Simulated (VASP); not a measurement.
Wanted: the native input for a VASP 6.6.1 run.

```yaml
Task: relaxation of shape and atoms at fixed volume
Functional: PBEsol
Potentials_or_basis: VASP PAW PBE potentials, release 64 (Ba_sv, Ti_sv, O)
Cutoff: 600 eV
k_mesh: 9 × 9 × 9
Occupations: gaussian, width 0.02 eV
Spin: no spin polarisation
Dipole_correction: no
Further_INCAR_settings: ALGO = Normal; EDIFF = 1e-06; IBRION = 2; EDIFFG = -0.01; NSW = 50; ISIF = 4
```

The structure of BaTiO3 lies in POSCAR:

```
BaTiO3
1.0
    2.7029251415      1.5605345580      2.2068340962
   -2.7029251415      1.5605345580      2.2068340962
    0.0000000000     -3.1210691162      2.2068340961
Ba Ti O
1 1 3
Direct
    0.0038041920      0.0038041920      0.0038041920
    0.5037381322      0.5037381322      0.5037381322
    0.5038882077      0.5038882077      0.0038812603
    0.0038812603      0.5038882077      0.5038882077
    0.5038882077      0.0038812603      0.5038882077
```

These files were run (other wordings do the same):

INCAR

```
  PREC = Accurate
  ENCUT = 600
  EDIFF = 1E-6
  ISMEAR = 0
  SIGMA = 0.02
  LREAL = F
  LASPH = T
  NELM = 60
  ALGO = Normal
  ISIF = 4
  LWAVE = F
  LCHARG = F
  GGA = PS
  IBRION = 2
  NSW = 50
  EDIFFG = -0.01
```

KPOINTS

```
Automatic mesh
0
Gamma
  9 9 9
```

Potentials or basis: VASP PAW PBE potentials, release 64 (Ba_sv, Ti_sv, O).

Command:

```bash
$ cat potpaw_PBE.64/Ba_sv/POTCAR potpaw_PBE.64/Ti_sv/POTCAR potpaw_PBE.64/O/POTCAR > POTCAR
$ mpirun -np 1 vasp_std > vasp.out
```

Results of the run:

The pressure after relaxing is 29.2 GPa and the band gap on the k mesh is 1.92 eV.

Caveat: the relaxation stopped at its first step, so nothing moved; the PAW data sets were made with another functional, which shifts forces and pressure a little; spin-orbit coupling is left out, which moves the levels of the heavy elements.

Wall time 110 s on 1 thread of Intel(R) Xeon(R) Platinum 8259CL CPU @ 2.50GHz (Skylake/Cascade Lake) (shared host), peak memory 0.28 GiB.
